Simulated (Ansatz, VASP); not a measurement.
## Two plane-wave programs on SnO

```
Sn O
1.0
     3.94524    0.00000    0.00000
     0.00000    3.94524    0.00000
     0.00000    0.00000    4.50464
Sn O
2 2
Direct
  0.00000 0.50000 0.24324
  0.50000 0.00000 0.75676
  0.00000 0.00000 0.00000
  0.50000 0.50000 0.00000
```

Alike in both runs: task single point; functional PBE; dispersion D3(BJ); k mesh 14 × 14 × 12; occupations gaussian, width 0.15 eV; no spin polarisation.

|  | VASP | Ansatz |
| --- | --- | --- |
| version | VASP 6.6.1 | Ansatz 0.2.0 |
| potentials or method | VASP PAW PBE potentials, release 64 (Sn_d, O), cutoff 520 eV | scalar-relativistic, plane waves, PAW |
| valence electrons in the cell | 40 | 40 |

VASP gave:

```
gap on the k mesh at the Fermi level (eV)                     : 0.40
least direct gap on the mesh (eV)                             : 1.71
pressure (GPa)                                                : -0.9
traceless stress, the component that is largest in VASP (GPa) : 3.56
rms of the force components (eV/Å)                            : 0.138
```

What did Ansatz give for the same quantities?

gap on the k mesh at the Fermi level (eV): 0.40; least direct gap on the mesh (eV): 1.72; pressure (GPa): -1.2; traceless stress, the component that is largest in VASP (GPa): 3.58; rms of the force components (eV/Å): 0.108.

Atom by atom the forces differ by 0.030 eV/Å (rms over components).
